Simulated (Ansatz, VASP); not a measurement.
# BaNaBr3: VASP beside Ansatz

```
CELL_PARAMETERS angstrom
6.26057 0.00000 0.00000
0.00000 6.26057 0.00000
0.00000 0.00000 6.26057
ATOMIC_POSITIONS crystal
Na 0.00000 0.00000 0.00000
Ba 0.50000 0.50000 0.50000
Br 0.50000 0.50000 0.00000
Br 0.50000 0.00000 0.50000
Br 0.00000 0.50000 0.50000
```

Alike in both runs: task single point; functional r2SCAN; k mesh 4 × 4 × 4; no spin polarisation.

```csv
,VASP,Ansatz
version,VASP 6.6.1,Ansatz 0.2.0
potentials or method,"VASP PAW PBE potentials, release 64 (Na_pv, Ba_sv, Br)","plane waves, PAW"
plane-wave cutoff (eV),520,500
occupations,"gaussian, width 0.01 eV",fixed
valence electrons in the cell,38,40
```

```csv
,VASP,Ansatz,Ansatz less VASP
gap on the k mesh at the Fermi level (eV),3.64,3.64,+0.002
pressure (GPa),0.2,0.0,-0.23
```

VASP's potentials were made for PBE, not for r2SCAN. VASP's potentials hold 38 valence electrons a cell and Ansatz's 40, so a difference there can come from the potentials and not from the codes.

Neither program's run includes spin-orbit coupling.
